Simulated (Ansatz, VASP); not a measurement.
## CuO: VASP beside Ansatz

```xyz
8
Lattice="4.6791 -3.4805 0.0000 2.3396 1.7403 0.0000 -0.7652 0.0000 5.0608" Properties=species:S:1:pos:R:3 pbc="T T T"
Cu    1.1698    0.8701    0.0000
Cu    3.5093   -0.8701    0.0000
Cu    0.7872   -0.8701    2.5304
Cu    3.1267   -2.6104    2.5304
O     2.1482   -0.1660    1.2652
O     4.4878   -1.9063    1.2652
O     1.7656    0.1660    3.7956
O     4.1052   -1.5742    3.7956
```

Alike in both runs: task single point; functional PBE; k mesh 4 × 7 × 4; occupations fermi-dirac, width 0.05 eV; collinear spin.

```csv
,VASP,Ansatz
version,VASP 6.6.1,Ansatz 0.2.0
potentials or method,"VASP PAW PBE potentials, release 64 (Cu, O), cutoff 520 eV","PAW, plane waves, scalar-relativistic"
valence electrons in the cell,68,100
```

Ansatz gave:

```
pressure (GPa)                                                : 6.8
traceless stress, the component that is largest in VASP (GPa) : 2.36
rms of the force components (eV/Å)                            : 0.071
net moment per atom (μB)                                      : 0.00
```

**Question.** What did VASP give for the same quantities?

**Answer.** Pressure (GPa): 7.6; traceless stress, the component that is largest in VASP (GPa): 2.55; rms of the force components (eV/Å): 0.091; net moment per atom (μB): 0.00.

Atom by atom the forces differ by 0.020 eV/Å (rms over components). VASP's potentials hold 68 valence electrons a cell and Ansatz's 100, so a difference there can come from the potentials and not from the codes. Ansatz's warnings: no starting moments.
